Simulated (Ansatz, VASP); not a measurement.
Given: the input of a run of VASP 6.6.1 on Cl.

The input INCAR:

```
SYSTEM = Cl
  PREC = Accurate
  ENCUT = 520
  EDIFF = 1E-6
  ISMEAR = -1
  SIGMA = 0.05
  LREAL = .False.
  LASPH = .True.
  NELM = 100
  ALGO = Normal
  ISIF = 2
  LWAVE = .False.
  LCHARG = .False.
  GGA = PS
  NBANDS = 22
```

File KPOINTS:

```
regular mesh
0
Gamma
  7 7 4
  0 0 0
```

File POSCAR:

```
Cl
1.0
    3.1658284216     -2.2649010965      0.0000000000
    3.1658284216      2.2649010965      0.0000000000
    0.0000000000      0.0000000000      8.2643724455
Cl
4
Direct
    0.3700000000      0.6300000000      0.4000000000
    0.1300000000      0.8700000000      0.9000000000
    0.6300000000      0.3700000000      0.6000000000
    0.8700000000      0.1300000000      0.1000000000
```

Potentials or basis: VASP PAW PBE potentials, release 64 (Cl).

The run is started by

```console
$ cat potpaw_PBE.64/Cl/POTCAR > POTCAR
$ mpirun -np 1 vasp_std > vasp.out
```

Task: Translate it to Ansatz 0.2.0. Potentials there: all-electron LAPW, scalar-relativistic.

Result: As run (the cutoff follows the program's own potentials):

File input.yaml:

```yaml
crystal:
  lattice:
    - [3.1658284216, -2.2649010965, 0.0]
    - [3.1658284216, 2.2649010965, 0.0]
    - [0.0, 0.0, 8.2643724455]
  atoms:
    - { symbol: Cl, position: [0.37, 0.63, 0.4] }
    - { symbol: Cl, position: [0.13, 0.87, 0.9] }
    - { symbol: Cl, position: [0.63, 0.37, 0.6] }
    - { symbol: Cl, position: [0.87, 0.13, 0.1] }
kpoints:
  mp_grid: { grid: [7, 7, 4] }
scf:
  occupations: { method: fermi_dirac, width: 0.05 }
hamiltonian:
  xc: pbesol
  pseudopotentials: { kind: all_electron, lapw: { basis_error: 0.002 } }
output:
  forces: true
  stress: true
  eigenvalues: true
```

Potentials or basis: all-electron LAPW, scalar-relativistic.

The run is started by

```sh
$ ansatz run input.yaml --threads 2 --pin off --max-ram 6144MiB --backend cpu --events-out ev --progress --plain --runs-dir out
```

Both were run:

|  | VASP | Ansatz | Ansatz less VASP |
| --- | --- | --- | --- |
| gap on the k mesh at the Fermi level (eV) | 2.41 | 2.37 | -0.040 |
| least direct gap on the mesh (eV) | 2.46 | 2.42 | -0.040 |
| pressure (GPa) | -1.6 | -1.3 | +0.28 |
| traceless stress, the component that is largest in VASP (GPa) | 1.69 | 1.47 | -0.228 |
| rms of the force components (eV/Å) | 0.299 | 0.222 | -0.0774 |

VASP's potentials were made for PBE, not for PBEsol. Atom by atom the forces differ by 0.080 eV/Å (rms over components). Ansatz ran all-electron here, and VASP with PAW potentials.
